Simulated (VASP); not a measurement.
**MgO (Periclase): single point with r2SCAN**

The system is MgO (Periclase), a slab with vacuum.

```xyz
4
Lattice="2.9819 0.0000 0.0000 1.4909 2.5824 0.0000 0.0000 0.0000 19.6520" Properties=species:S:1:pos:R:3 pbc="T T T"
Mg    0.0000    0.0000    8.0000
Mg    1.4909    0.8608   10.4347
O     2.9819    1.7216    9.2173
O     4.4728    2.5824   11.6520
```

```yaml
Program: VASP 6.6.1
Task: single point
Functional: r2SCAN
Potentials_or_basis: VASP PAW PBE potentials, release 64 (Mg, O)
Cutoff: 580 eV
k_mesh: 6 × 6 × 1
Occupations: methfessel-paxton, width 0.15 eV
Spin: no spin polarisation
Dipole_correction: yes
Further_INCAR_settings: ALGO = Normal; EDIFF = 1e-06; NBANDS = 16
```

| Property | Result |
| --- | --- |
| Largest force | 3.111 eV/Å |
| Band gap on the k mesh | zero (band 8 reaches -3.93 eV, above the bottom of band 9 at -4.41 eV) |

Forces on the atoms (eV/Å):
```
Mg   0.000  0.000  0.960
Mg   0.000  0.000  3.111
O    0.000  0.000 -2.129
O    0.000  0.000 -1.941
```

Levels at points of the mesh, in eV from the Fermi level:
| k point | band 4 | band 5 | band 6 | band 7 | band 8 | band 9 | band 10 | band 11 | band 12 | band 13 |
| --- | --- | --- | --- | --- | --- | --- | --- | --- | --- | --- |
| (0.00, 0.00, 0.00) | -3.22 | -3.22 | -2.38 | -0.63 | 0.44 | 0.44 | 3.57 | 5.14 | 6.51 | 8.49 |
| (0.50, 0.00, 0.00) | -4.90 | -3.90 | -2.12 | -0.45 | -0.09 | 1.98 | 3.27 | 7.49 | 9.33 | 10.01 |

Run time: 4 min on 1 thread of Intel Xeon 8259CL, on a shared host, peak memory 0.32 GiB.

Caveat: the k points lie up to 0.41 Å⁻¹ apart; the PAW data sets were made with another functional, which shifts forces and pressure a little.
